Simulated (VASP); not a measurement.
# Au: single point with PBE

The system is Au.

```
Au
1.0
     0.00000    2.07880    2.07880
     2.07880    0.00000    2.07880
     2.07880    2.07880    0.00000
Au
1
Direct
  0.00000 0.00000 0.00000
```

```json
{
 "Program": "VASP 6.6.1",
 "Task": "single point",
 "Functional": "PBE",
 "Potentials or basis": "VASP PAW PBE potentials, release 64 (Au)",
 "Cutoff": "500 eV",
 "k mesh": "34 × 34 × 34",
 "Occupations": "gaussian, width 0.1 eV",
 "Spin": "no spin polarisation",
 "Dipole correction": "no",
 "Further INCAR settings": "ALGO = Normal; EDIFF = 1e-06; NBANDS = 12"
}
```

```
Pressure : -0.2 GPa
```

Levels at points of the mesh, in eV from the Fermi level:
| k point | band 2 | band 3 | band 4 | band 5 | band 6 | band 7 | band 8 | band 9 | band 10 | band 11 |
| --- | --- | --- | --- | --- | --- | --- | --- | --- | --- | --- |
| (0.00, 0.00, 0.00) | -4.45 | -4.45 | -4.45 | -3.07 | -3.07 | 14.55 | 18.24 | 18.24 | 18.24 | 22.98 |
| (0.50, 0.00, 0.00) | -4.48 | -4.48 | -1.98 | -1.98 | -0.75 | 2.76 | 13.99 | 16.70 | 16.70 | 24.11 |
| (0.50, 0.50, 0.00) | -6.33 | -2.02 | -1.69 | -1.69 | 1.14 | 5.32 | 9.83 | 9.83 | 16.61 | 19.07 |

Wall time 110 s on 1 thread of Intel(R) Xeon(R) Platinum 8375C CPU @ 2.90GHz (Ice Lake), with other jobs on the host, peak memory 0.32 GiB.

Caveat: spin-orbit coupling is left out, which moves the levels of the heavy elements.
